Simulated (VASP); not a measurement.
A run of VASP 6.6.1:

INCAR

```
PREC = Accurate
ENCUT = 520
EDIFF = 1E-7
ISMEAR = 0
SIGMA = 0.1
LREAL = False
LASPH = True
NELM = 60
ALGO = Fast
ISIF = 2
LWAVE = False
LCHARG = False
GGA = PE
NBANDS = 60
```

File KPOINTS:

```
Automatic mesh
0
Gamma
  4 4 4
```

Contents of POSCAR:

```
Zr4H
1.0
    7.1331878982      0.0000000000      0.0000000000
    0.0000000000      3.7888374183      3.5049749572
    0.0000000000     -3.7888374183      3.5049749572
Zr H
8 2
Direct
    0.5000000000      0.1788222575      0.6005702034
    0.0000000000      0.6193597879      0.1515721334
    0.2534490940      0.1027049649      0.1027049649
    0.7472392655      0.6692397163      0.6692397163
    0.5000000000      0.6005702034      0.1788222575
    0.0000000000      0.1515721334      0.6193597879
    0.2527607345      0.6692397163      0.6692397163
    0.7465509060      0.1027049649      0.1027049649
    0.0000000000      0.5343716608      0.5343716608
    0.5000000000      0.8769372627      0.8769372627
```

Potentials or basis: VASP PAW PBE potentials, release 64 (Zr_sv, H).

Run with:

```sh
$ cat potpaw_PBE.64/Zr_sv/POTCAR potpaw_PBE.64/H/POTCAR > POTCAR
$ mpirun -np 1 vasp_std > vasp.out
```

Hardware: 1 thread of Oxide Virtual Turin-like Processor, with other jobs on the host.

How long does it take, and how much memory?

Run time: 15 min on 1 thread of Oxide Virtual Turin-like Processor, on a shared host, peak memory 0.33 GiB. Counts: scf iterations 28, k points 21.
